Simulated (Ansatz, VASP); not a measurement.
# One calculation of Ir, two programs

```
Ir
1.0
     0.00000    1.92696    1.92696
     1.92696    0.00000    1.92696
     1.92696    1.92696    0.00000
Ir
1
Cartesian
  0.0000 0.0000 0.0000
```

Alike in both runs: task relaxation of cell and atoms; functional r2SCAN; k mesh 18 × 18 × 18; occupations gaussian, width 0.1 eV; no spin polarisation.

|  | VASP | Ansatz |
| --- | --- | --- |
| version | VASP 6.6.1 | Ansatz 0.2.0 |
| potentials or method | VASP PAW PBE potentials, release 64 (Ir), cutoff 600 eV | scalar-relativistic, plane waves, PAW |
| valence electrons in the cell | 9 | 17 |

Ansatz gave:

```
gap on the k mesh at the Fermi level, each at its own relaxed structure (eV) : none
relaxed volume (Å³/atom)                                                     : 14.20
relaxed cell length with the largest relative difference (Å)                 : 2.718
```

Which values does VASP return?

gap on the k mesh at the Fermi level, each at its own relaxed structure (eV): none; relaxed volume (Å³/atom): 14.29; relaxed cell length with the largest relative difference (Å): 2.724.

VASP's potentials were made for PBE, not for r2SCAN. A gap of «none» marks a metal or a gap that the smearing closes. VASP's potentials hold 9 valence electrons a cell and Ansatz's 17, so a difference there can come from the potentials and not from the codes.

Neither program's run includes spin-orbit coupling.
